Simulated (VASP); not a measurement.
Ir, 1 atom in the cell. Symmetry: I4/mmm, No. 139, tetragonal system. Conventional cell: a = 2.866 Å, b = 2.866 Å, c = 3.445 Å, α = 90.00°, β = 90.00°, γ = 90.00°. Ir (site symmetry 4/mmm) has 14 Ir at 2.66 to 3.45 Å within 3.5 Å.  This cell differs from its parent crystal: ratio of the length along z to the lengths across it x 0.85, volume and fractional coordinates fixed.

| Property | Result |
| --- | --- |
| Program | VASP 6.6.1 |
| Task | single point |
| Functional | LDA |
| Potentials or basis | VASP PAW LDA potentials, release 64 (Ir) |
| Cutoff | 520 eV |
| k mesh | 24 × 24 × 24 |
| Occupations | gaussian, width 0.15 eV |
| Spin | no spin polarisation |
| Dipole correction | no |
| Further INCAR settings | ALGO = Fast; EDIFF = 1e-06; NBANDS = 10 |

Potentials or basis: VASP PAW LDA potentials, release 64 (Ir).

Launch:

```console
$ cat potpaw_LDA.64/Ir/POTCAR > POTCAR
$ mpirun -np 1 vasp_std > vasp.out
```

Hardware: 1 thread of Intel(R) Xeon(R) Platinum 8488C (Sapphire Rapids) (shared host).

**Question.** Estimate the wall time of this run.

**Answer.** Wall time 2.5 min on 1 thread of Intel(R) Xeon(R) Platinum 8488C (Sapphire Rapids), with other jobs on the host, peak memory 0.27 GiB. Counts: scf iterations 16, k points 1063.
